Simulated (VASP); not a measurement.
# HfN (Pm-3m) in VASP: notebook

Aim: see how the results for HfN move with the level of theory and the settings. Levels: r2SCAN, r2SCAN+U. Tasks: single point.

All numbers are computed with VASP 6.6.1; they aren't measurements. Logs are shortened: lines on timing, memory, paths and dates and some standing lists are left out, and cuts for length are marked.

## (1) The cell of the first run

It takes space group Pm-3m (No. 221, cubic). The conventional cell has a = 2.825 Å, b = 2.825 Å, c = 2.825 Å, α = 90.00°, β = 90.00°, γ = 90.00°. Within 3.2 Å of Hf (site symmetry m-3m) lie 8 N at 2.45 Å and 6 Hf at 2.83 Å. Within 3.2 Å of N (site symmetry m-3m) lie 8 Hf at 2.45 Å and 6 N at 2.83 Å.

## (2) Single point, r2SCAN

The input, POSCAR:

```
HfN
1.0
    2.8250300000      0.0000000000      0.0000000000
    0.0000000000      2.8250300000      0.0000000000
    0.0000000000      0.0000000000      2.8250300000
Hf N
1 1
Direct
    0.5000000000      0.5000000000      0.5000000000
    0.0000000000      0.0000000000      0.0000000000
```

The input, INCAR.step1:

```
PREC     = Accurate       # precision mode
ENCUT    = 520            # plane-wave cutoff, eV
ISMEAR   = -1             # smearing method
SIGMA    = 0.05           # smearing width, eV
LREAL    = False          # projectors in reciprocal space
LASPH    = True           # aspherical terms in the spheres
NELM     = 60             # most SCF steps
NBANDS   = 14             # bands
GGA      = PE             # functional
ALGO     = Normal         # electronic algorithm
EDIFF    = 1E-4           # SCF threshold, eV
LWAVE    = True           # write WAVECAR
LCHARG   = False          # write CHGCAR
```

The input, INCAR.step2:

```
PREC     = Accurate       # precision mode
ENCUT    = 520            # plane-wave cutoff, eV
EDIFF    = 1E-6           # SCF threshold, eV
ISMEAR   = -1             # smearing method
SIGMA    = 0.05           # smearing width, eV
LREAL    = False          # projectors in reciprocal space
LASPH    = True           # aspherical terms in the spheres
NELM     = 60             # most SCF steps
ALGO     = Normal         # electronic algorithm
ISIF     = 2              # what is computed and relaxed
LWAVE    = False          # write WAVECAR
LCHARG   = False          # write CHGCAR
METAGGA  = R2SCAN         # meta-GGA
LMIXTAU  = True         
NBANDS   = 14             # bands
ISTART   = 1
```

The input, KPOINTS:

```
Automatic mesh
0
Gamma
  9 9 9
```

Potentials or basis: VASP PAW PBE potentials, release 64 (Hf_pv, N).

Started as:

```console
> cat potpaw_PBE.64/Hf_pv/POTCAR potpaw_PBE.64/N/POTCAR > POTCAR
> cp INCAR.step1 INCAR
> mpirun -np 1 vasp_std > vasp.out
> cp INCAR.step2 INCAR
> mpirun -np 1 vasp_std > vasp.out
```

OUTCAR:

```text
PREC = Accurate
   ENCUT = 520
   EDIFF = 1E-6
   ISMEAR = -1
   LREAL = False
   LASPH = True
   NELM = 60
   ISIF = 2
   METAGGA = R2SCAN
   ISTART = 1

 ion  position               nearest neighbor table
   1  0.500  0.500  0.500-   2 2.45   2 2.45   2 2.45   2 2.45   2 2.45   2 2.45   2 2.45   2 2.45

   2  0.000  0.000  0.000-   1 2.45   1 2.45   1 2.45   1 2.45   1 2.45   1 2.45   1 2.45   1 2.45

  LATTYP: Found a simple cubic cell.
 ALAT       =     2.8250300000

  Lattice vectors:

 A1 = (   2.8250300000,   0.0000000000,   0.0000000000)
 A2 = (   0.0000000000,   2.8250300000,   0.0000000000)
 A3 = (   0.0000000000,   0.0000000000,   2.8250300000)

Analysis of symmetry for initial positions (statically):
=====================================================================
 Subroutine PRICEL returns:
 Original cell was already a primitive cell.

 Routine SETGRP: Setting up the symmetry group for a
 simple cubic supercell.

 Subroutine GETGRP returns: Found 48 space group operations
 (whereof 48 operations were pure point group operations)
 out of a pool of 48 trial point group operations.

The static configuration has the point symmetry O_h .

Analysis of symmetry for dynamics (positions and initial velocities):
=====================================================================
 Subroutine PRICEL returns:
 Original cell was already a primitive cell.

 Routine SETGRP: Setting up the symmetry group for a
 simple cubic supercell.

 Subroutine GETGRP returns: Found 48 space group operations
 (whereof 48 operations were pure point group operations)
 out of a pool of 48 trial point group operations.

The dynamic configuration has the point symmetry O_h .

 Subroutine INISYM returns: Found 48 space group operations
 (whereof 48 operations are pure point group operations),
 and found     1 'primitive' translations

----------------------------------------------------------------------------------------

                                     Primitive cell

  volume of cell :      22.5460

  direct lattice vectors                    reciprocal lattice vectors
     2.825030000  0.000000000  0.000000000     0.353978542  0.000000000  0.000000000
     0.000000000  2.825030000  0.000000000     0.000000000  0.353978542  0.000000000
     0.000000000  0.000000000  2.825030000     0.000000000  0.000000000  0.353978542

  length of vectors
     2.825030000  2.825030000  2.825030000     0.353978542  0.353978542  0.353978542

  position of ions in fractional coordinates (direct lattice)
     0.500000000  0.500000000  0.500000000
     0.000000000  0.000000000  0.000000000

  ion indices of the primitive-cell ions
   primitive index   ion index
                 1           1
                 2           2

----------------------------------------------------------------------------------------

 KPOINTS: Automatic mesh

Automatic generation of k-mesh.
 Grid dimensions read from file:
 generate k-points for:    9    9    9

 Generating k-lattice:

  Cartesian coordinates                     Fractional coordinates (reciprocal lattice)
     0.039330949  0.000000000  0.000000000     0.111111111  0.000000000  0.000000000
     0.000000000  0.039330949  0.000000000     0.000000000  0.111111111  0.000000000
     0.000000000  0.000000000  0.039330949     0.000000000  0.000000000  0.111111111

  Length of vectors
     0.039330949  0.039330949  0.039330949

  Shift w.r.t. Gamma in fractional coordinates (k-lattice)
     0.000000000  0.000000000  0.000000000

 Subroutine IBZKPT returns following result:
 ===========================================

 Found     35 irreducible k-points:

 Following reciprocal coordinates:
            Coordinates               Weight
  0.000000  0.000000  0.000000      1.000000
  0.111111  0.000000  0.000000      6.000000
  0.222222  0.000000  0.000000      6.000000
  0.333333  0.000000  0.000000      6.000000
  0.444444  0.000000  0.000000      6.000000
  0.111111  0.111111  0.000000     12.000000
[... 16 lines left out ...]
  0.333333  0.333333  0.111111     24.000000
  0.444444  0.333333  0.111111     48.000000
 [... further k-points ...]
   k-points           NKPTS =     35   k-points in BZ     NKDIM =     35   number of bands    NBANDS=     14
   number of dos      NEDOS =    301   number of ions     NIONS =      2
   total plane-waves  NPLWV =  13824
   dimension x,y,z NGX =    24 NGY =   24 NGZ =   24
   dimension x,y,z NGXF=    48 NGYF=   48 NGZF=   48
   ions per type =               1   1
   NGX,Y,Z   is equivalent  to a cutoff of  14.12, 14.12, 14.12 a.u.
   NGXF,Y,Z  is equivalent  to a cutoff of  28.25, 28.25, 28.25 a.u.
 SYSTEM =  unknown system
   PREC   = accura    normal or accurate (medium, high low for compatibility)
   ISTART =      1    job   : 0-new  1-cont  2-samecut
   ICHARG =      0    charge: 1-file 2-atom 10-const
   ISPIN  =      1    spin polarized calculation?
   LNONCOLLINEAR =      F non collinear calculations
   LSORBIT =      F    spin-orbit coupling
   LASPH  =      T    aspherical Exc in radial PAW
   ENCUT  =  520.0 eV  38.22 Ry    6.18 a.u.   5.25  5.25  5.25*2*pi/ulx,y,z
   NELM   =     60;   NELMIN=  2; NELMDL=  0     # of ELM steps
   EDIFF  = 0.1E-05   stopping-criterion for ELM
   LREAL  =      F    real-space projection
   EDIFFG = 0.1E-04   stopping-criterion for IOM
   NSW    =      0    number of steps for IOM
   IBRION =     -1    ionic relax: 0-MD 1-quasi-New 2-CG
   NFREE  =      0    steps in history (QN), initial steepest desc. (CG)
   ISIF   =      2    stress and relaxation
   ISYM   =      2    0-nonsym 1-usesym 2-fastsym
   POTIM  = 0.5000    time-step for ionic-motion
   TEBEG  =    0.0;   TEEND  =   0.0 temperature during run
   PSTRESS=    0.0 pullay stress
   NELECT =      15.0000    total number of electrons
   NUPDOWN=      -1.0000    fix difference up-down
   EMIN   =  10.00;   EMAX   =-10.00  energy-range for DOS
   EFERMI =   0.00;   METHOD = LEGACY
   ISMEAR =    -1;   SIGMA  =   0.05  broadening in eV -4-tet -1-fermi 0-gaus
   EFERMI_NEDOS =   21; number of points for ismear=-14 and -15
   IALGO  =     38    algorithm
   IMIX   =      4    mixing-type and parameters
     AMIX     =   0.40;   BMIX     =  1.00
     AMIX_MAG =   1.60;   BMIX_MAG =  1.00
  volume/ion in A,a.u.               =      11.27        76.07
  Fermi-wavevector in a.u.,A,eV,Ry     =   1.429164  2.700729 27.790047  2.042511
  Thomas-Fermi vector in A             =   2.549148
   LORBIT       =      0    0 simple, 1 ext, 2 COOP (PROOUT), +10 PAW based schemes
   METAGGA = R2SCAN    functional components
   LHFCALC =     F    Hartree Fock is set to
   AEXX    =    0.0000 exact exchange contribution
   IVDW    =     0    specifies the selected vdW correction
   LEPSILON=     F    determine dielectric tensor
   LRPA    =     F    only Hartree local field effects (RPA)
 non-spin polarized calculation
  energy-cutoff  :      520.00
  volume of cell :       22.55
 maximum number of plane-waves:       619
 NGX is ok and might be reduce to    24
   NGX = 11   NGY = 11   NGZ = 11

 number of electron      15.0000000 magnetization

 Free energy of the ion-electron system (eV)
  ---------------------------------------------------
  ext. energy  EPLUGINS =         0.00000000
  ---------------------------------------------------
  free energy    TOTEN  =       -56.14989513 eV

  energy without entropy =      -56.13970584  energy(sigma->0) =      -56.14480049

 E-fermi :   7.4228     XC(G=0): -13.7696

 val. band max:        7.3852948044   @ k =   0.1111   0.1111   0.0000
 cond. band min:       7.5001987400   @ k =   0.4444   0.3333   0.1111
 fundamental gap:      0.1149039356
 Fermi energy:         7.4228014427

 k-point     1 :       0.0000    0.0000    0.0000
  band No.  band energies     occupation
      1     -24.0712      2.00000
      2     -24.0712      2.00000
      3     -24.0712      2.00000
      4      -9.7003      2.00000
      5       4.9555      2.00000
      6       4.9555      2.00000
      7       6.1506      2.00000
      8       6.1506      2.00000
      9       6.1506      2.00000
     10      11.2055      0.00000
     11      13.9405      0.00000
     12      13.9405      0.00000
     13      13.9405      0.00000
     14      19.2068      0.00000

 k-point     2 :       0.1111    0.0000    0.0000
  band No.  band energies     occupation
      1     -24.2423      2.00000
      2     -24.0564      2.00000
      3     -24.0564      2.00000
      4      -9.4665      2.00000
      5       4.1436      2.00000
      6       5.0764      2.00000
      7       5.9557      2.00000
      8       5.9557      2.00000
      9       6.7021      2.00000
     10      12.0027      0.00000
     11      14.0080      0.00000
     12      14.0080      0.00000
     13      14.0083      0.00000
     14      19.2068      0.00000

 k-point     3 :       0.2222    0.0000    0.0000
  band No.  band energies     occupation
      1     -24.6554      2.00000
      2     -24.0186      2.00000
      3     -24.0186      2.00000
      4      -8.8482      2.00000
      5       2.4068      2.00000
      6       5.4033      2.00000
      7       5.4779      2.00000
      8       5.4779      2.00000
      9       8.4366      0.00000
     10      13.5379      0.00000
     11      14.1853      0.00000
     12      14.2240      0.00000
     13      14.2240      0.00000
     14      19.2068      0.00000
[... 324 lines left out ...]
 k-point    23 :       0.3333    0.3333    0.1111
  band No.  band energies     occupation
      1     -24.9304      2.00000
      2     -24.8722      2.00000
      3     -24.0354      2.00000
      4      -7.6830      2.00000
      5       1.8615      2.00000
      6       3.0533      2.00000
      7       5.0885      2.00000
      8       7.7861      0.00140
      9      11.2321      0.00000
     10      11.3785      0.00000
     11      13.2845      0.00000
     12      13.4374      0.00000
     13      17.1914      0.00000
     14      19.2069      0.00000

 k-point    24 :       0.4444    0.3333    0.1111
  band No.  band energies     occupation
      1     -25.1547      2.00000
      2     -24.8505      2.00000
      3     -24.0072      2.00000
      4      -7.6146      2.00000
      5       1.8420      2.00000
      6       2.8832      2.00000
      7       5.4430      2.00000
      8       7.5002      0.35077
      9      10.8050      0.00000
     10      11.3064      0.00000
     11      13.1327      0.00000
     12      14.4090      0.00000
     13      18.7102      0.00000
     14      19.2072      0.00000

 [... further k-points ...]

------------------------ aborting loop because EDIFF is reached ----------------------------------------

  FORCE on cell =-STRESS in cart. coord.  units (eV):
  Direction    XX          YY          ZZ          XY          YZ          ZX
  --------------------------------------------------------------------------------------
  -------------------------------------------------------------------------------------
  Total       -1.1144812     -1.1144812     -1.1144812     -0.0000000      0.0000000     -0.0000000
  in kB      -79.1979883    -79.1979883    -79.1979883     -0.0000000      0.0000000     -0.0000000
  external PRESSURE =     -79.1979883 kB  Pullay stress =       0.0000000 kB

 VOLUME and BASIS-vectors are now :
 -----------------------------------------------------------------------------
  energy-cutoff  :      520.00
  volume of cell :       22.55
      direct lattice vectors                 reciprocal lattice vectors
     2.825030000  0.000000000  0.000000000     0.353978542  0.000000000  0.000000000
     0.000000000  2.825030000  0.000000000     0.000000000  0.353978542  0.000000000
     0.000000000  0.000000000  2.825030000     0.000000000  0.000000000  0.353978542

 POSITION                                       TOTAL-FORCE (eV/Angst)
 -----------------------------------------------------------------------------------
      1.41251      1.41251      1.41251         0.000000      0.000000      0.000000
      0.00000      0.00000      0.00000         0.000000      0.000000      0.000000
 -----------------------------------------------------------------------------------
    total drift:                                0.000000     -0.000000     -0.000000

  FREE ENERGIE OF THE ION-ELECTRON SYSTEM (eV)
  ---------------------------------------------------
  free  energy   TOTEN  =       -56.1498951312 eV

  energy  without entropy=      -56.1397058411  energy(sigma->0) =      -56.14480049
```

Wall time 29 s (1 thread of AMD EPYC 9R45 (Zen 5), shared host); peak memory 0.12 GiB.

Results:

| Property | Result |
| --- | --- |
| Free energy | -56.1499 eV |
| Pressure | -7.9 GPa |

Caveat: the PAW data sets were made with another functional, which shifts forces and pressure a little; spin-orbit coupling is left out, which moves the levels of the heavy elements.

## (3) Single point, r2SCAN+U

POSCAR is that of step 2.

The input, INCAR.step1:

```
PREC     = Accurate       # precision mode
ENCUT    = 520            # plane-wave cutoff, eV
ISMEAR   = -1             # smearing method
SIGMA    = 0.05           # smearing width, eV
LREAL    = F              # projectors in reciprocal space
LASPH    = T              # aspherical terms in the spheres
NELM     = 150            # most SCF steps
LMAXMIX  = 4              # l up to which the mixer works
LDAU     = T              # DFT+U
LDAUTYPE = 2            
LDAUL    = 2 -1           # shell
LDAUU    = 1 0            # U, eV
LDAUJ    = 0 0          
NBANDS   = 14             # bands
GGA      = PE             # functional
ALGO     = Normal         # electronic algorithm
EDIFF    = 1E-4           # SCF threshold, eV
LWAVE    = T              # write WAVECAR
LCHARG   = F              # write CHGCAR
```

The input, INCAR.step2:

```
PREC     = Accurate       # precision mode
ENCUT    = 520            # plane-wave cutoff, eV
EDIFF    = 1E-6           # SCF threshold, eV
ISMEAR   = -1             # smearing method
SIGMA    = 0.05           # smearing width, eV
LREAL    = F              # projectors in reciprocal space
LASPH    = T              # aspherical terms in the spheres
NELM     = 150            # most SCF steps
ALGO     = Normal         # electronic algorithm
ISIF     = 2              # what is computed and relaxed
LWAVE    = F              # write WAVECAR
LCHARG   = F              # write CHGCAR
LMAXMIX  = 4              # l up to which the mixer works
LDAU     = T              # DFT+U
LDAUTYPE = 2            
LDAUL    = 2 -1           # shell
LDAUU    = 1 0            # U, eV
LDAUJ    = 0 0          
LDAUPRINT= 1            
METAGGA  = R2SCAN         # meta-GGA
LMIXTAU  = T            
NBANDS   = 14             # bands
ISTART   = 1
```

KPOINTS is that of step 2.

Potentials or basis: VASP PAW PBE potentials, release 64 (Hf_pv, N).

Started as:

```console
> cat potpaw_PBE.64/Hf_pv/POTCAR potpaw_PBE.64/N/POTCAR > POTCAR
> cp INCAR.step1 INCAR
> mpirun -np 1 vasp_std > vasp.out
> cp INCAR.step2 INCAR
> mpirun -np 1 vasp_std > vasp.out
```

Wall time 29 s (1 thread of AMD EPYC 9R45 (Zen 5), shared host); peak memory 0.12 GiB.

Results (log left out):

* Free energy: -55.4225 eV
* Pressure: -4.1 GPa

Levels at points of the mesh, in eV from the Fermi level:
| k point | band 4 | band 5 | band 6 | band 7 | band 8 | band 9 | band 10 | band 11 | band 12 | band 13 |
| --- | --- | --- | --- | --- | --- | --- | --- | --- | --- | --- |
| (0.00, 0.00, 0.00) | -17.21 | -2.45 | -2.45 | -1.34 | -1.34 | -1.34 | 3.65 | 6.66 | 6.66 | 6.66 |

Eigenvalues of the final occupation matrices:
```
    site  spin  trace               eigenvalues
site 1 d     1   0.89  0.14 0.14 0.14 0.24 0.24
site 1 d     2   0.89  0.14 0.14 0.14 0.24 0.24
```

Caveat: the PAW data sets were made with another functional, which shifts forces and pressure a little; spin-orbit coupling is left out, which moves the levels of the heavy elements; U without spin polarisation on a metal has little footing.

## (4) Single point, r2SCAN+U

POSCAR is that of step 3.

The input, INCAR.step1:

```
SYSTEM = HfN
  PREC = Accurate
  ENCUT = 520
  ISMEAR = -1
  SIGMA = 0.05
  LREAL = .FALSE.
  LASPH = .TRUE.
  NELM = 150
  LMAXMIX = 4
  LDAU = .TRUE.
  LDAUTYPE = 2
  LDAUL = 2 -1
  LDAUU = 2 0
  LDAUJ = 0 0
  NBANDS = 14
  GGA = PE
  ALGO = Normal
  EDIFF = 1E-4
  LWAVE = .TRUE.
  LCHARG = .FALSE.
```

The input, INCAR.step2:

```
SYSTEM = HfN
  PREC = Accurate
  ENCUT = 520
  EDIFF = 1E-6
  ISMEAR = -1
  SIGMA = 0.05
  LREAL = .FALSE.
  LASPH = .TRUE.
  NELM = 150
  ALGO = Normal
  ISIF = 2
  LWAVE = .FALSE.
  LCHARG = .FALSE.
  LMAXMIX = 4
  LDAU = .TRUE.
  LDAUTYPE = 2
  LDAUL = 2 -1
  LDAUU = 2 0
  LDAUJ = 0 0
  LDAUPRINT = 1
  METAGGA = R2SCAN
  LMIXTAU = .TRUE.
  NBANDS = 14
  ISTART = 1
```

The input, KPOINTS:

```
regular mesh
0
G
  9 9 9
  0 0 0
```

Started as:

```console
> cat potpaw_PBE.64/Hf_pv/POTCAR potpaw_PBE.64/N/POTCAR > POTCAR
> cp INCAR.step1 INCAR
> mpirun -np 1 vasp_std > vasp.out
> cp INCAR.step2 INCAR
> mpirun -np 1 vasp_std > vasp.out
```

Wall time 29 s (1 thread of AMD EPYC 9R45 (Zen 5), shared host); peak memory 0.12 GiB.

It converged, with:

```yaml
Free_energy: -54.7061 eV
Pressure: -0.3 GPa
```

Levels at points of the mesh, in eV from the Fermi level:
```tsv
k point	band 4	band 5	band 6	band 7	band 8	band 9	band 10	band 11	band 12	band 13
(0.00, 0.00, 0.00)	-17.30	-2.42	-2.42	-1.42	-1.42	-1.42	3.51	6.81	6.81	6.81
```

Eigenvalues of the final occupation matrices:
```
    site  spin  trace               eigenvalues
site 1 d     1   0.88  0.13 0.13 0.13 0.24 0.24
site 1 d     2   0.88  0.13 0.13 0.13 0.24 0.24
```

Caveat: the PAW data sets were made with another functional, which shifts forces and pressure a little; spin-orbit coupling is left out, which moves the levels of the heavy elements; U without spin polarisation on a metal has little footing.

[end of part 1 of 2]
